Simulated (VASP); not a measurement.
The system is Zr.

```
CELL_PARAMETERS angstrom
-1.81000 1.81000 1.81000
1.81000 -1.81000 1.81000
1.81000 1.81000 -1.81000
ATOMIC_POSITIONS crystal
Zr 0.00000 0.00000 0.00000
```

Base run:

```yaml
Program: VASP 6.6.1
Functional: PBE
Potentials_or_basis: VASP PAW PBE potentials, release 64 (Zr_sv)
Cutoff: 520 eV
k_mesh: 8 × 8 × 8
Occupations: fermi-dirac, width 0.2 eV
Spin: no spin polarisation
```

Its results: band gap on the k mesh zero (band 6 reaches 9.62 eV, above the bottom of band 7 at 7.98 eV); pressure -1.8 GPa.

The run is repeated on the same cell with these changes: occupations from fermi-dirac, width 0.2 eV to fermi-dirac, width 0.3 eV; further incar settings from ALGO = Normal; EDIFF = 1e-07; NBANDS = 12 to ALGO = Normal; EDIFF = 1e-06; NBANDS = 12. What comes out?

Band gap on the k mesh zero (band 6 reaches 9.62 eV, above the bottom of band 7 at 7.98 eV); pressure -0.8 GPa.
